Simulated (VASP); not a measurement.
The system is CaS.

```
Ca S
1.0
     0.00000    2.85237    2.85237
     2.85237    0.00000    2.85237
     2.85237    2.85237    0.00000
Ca S
1 1
Direct
  0.00000 0.00000 0.00000
  0.50000 0.50000 0.50000
```

Base run:

| Item | Value |
| --- | --- |
| Program | VASP 6.6.1 |
| Functional | PBE |
| Potentials or basis | VASP PAW PBE potentials, release 64 (Ca_sv, S) |
| Cutoff | 500 eV |
| k mesh | 8 × 8 × 8 |
| Occupations | gaussian, width 0.1 eV |
| Spin | no spin polarisation |

Its results: band gap on the k mesh 2.37 eV, indirect (least direct gap 3.17 eV); pressure 0.4 GPa.

Q: The run is repeated on the same cell with these changes: functional from PBE to revPBE. What comes out?

A: Band gap on the k mesh 2.46 eV, indirect (least direct gap 3.26 eV); pressure 2.0 GPa.

revPBE binds less tightly than PBE, so the same cell stands under more pressure.

Caveats: the PAW data sets were made with another functional, which shifts forces and pressure a little (some runs).

A k mesh can miss the band edges.
